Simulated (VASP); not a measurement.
Input of a VASP 6.6.1 run:

INCAR

```
SYSTEM = Ge
  PREC = Accurate
  ENCUT = 520
  EDIFF = 1E-6
  ISMEAR = 0
  SIGMA = 0.15
  LREAL = .False.
  LASPH = .True.
  NELM = 60
  ALGO = Normal
  ISIF = 2
  LWAVE = .False.
  LCHARG = .True.
  GGA = PS
  LELF = .True.
  LVHAR = .True.
  NBANDS = 36
```

KPOINTS

```
regular mesh
0
Gamma
  12 12 8
  0 0 0
```

File POSCAR:

```
Ge
1.0
    3.9969678642      0.0000000000      0.0000000000
   -1.9984839321      3.4614757085      0.0000000000
    0.0000000000      0.0000000000      6.5963651330
Ge
4
Direct
    0.6666666667      0.3333333333      0.0932315850
    0.3333333333      0.6666666667      0.5629118565
    0.6666666667      0.3333333333      0.4370881435
    0.3333333333      0.6666666667      0.9370881435
```

Potentials or basis: VASP PAW PBE potentials, release 64 (Ge_d).

Command:

```console
$ cat potpaw_PBE.64/Ge_d/POTCAR > POTCAR
$ mpirun -np 1 vasp_std > vasp.out
```

**Question.** Predict the pressure.

**Answer.** 0.6 GPa.

**Question.** What does it give for the largest force?

**Answer.** 3.049 eV/Å.

**Question.** Estimate the band gap on the k mesh.

**Answer.** Zero (bands 28 and 29 overlap by 0.31 eV).

Forces in eV/Å, atoms in the order of the input:
```
Ge   0.000  0.000 -3.049
Ge   0.000  0.000  0.246
Ge   0.000  0.000  1.817
Ge   0.000  0.000  0.987
```

Caveat: the cell differs from its parent crystal (atom 1 (Ge) moved by (+0.000, +0.200) A along x and z); semilocal functionals underestimate gaps, so a narrow gap can read as zero; the PAW data sets were made with another functional, which shifts forces and pressure a little.
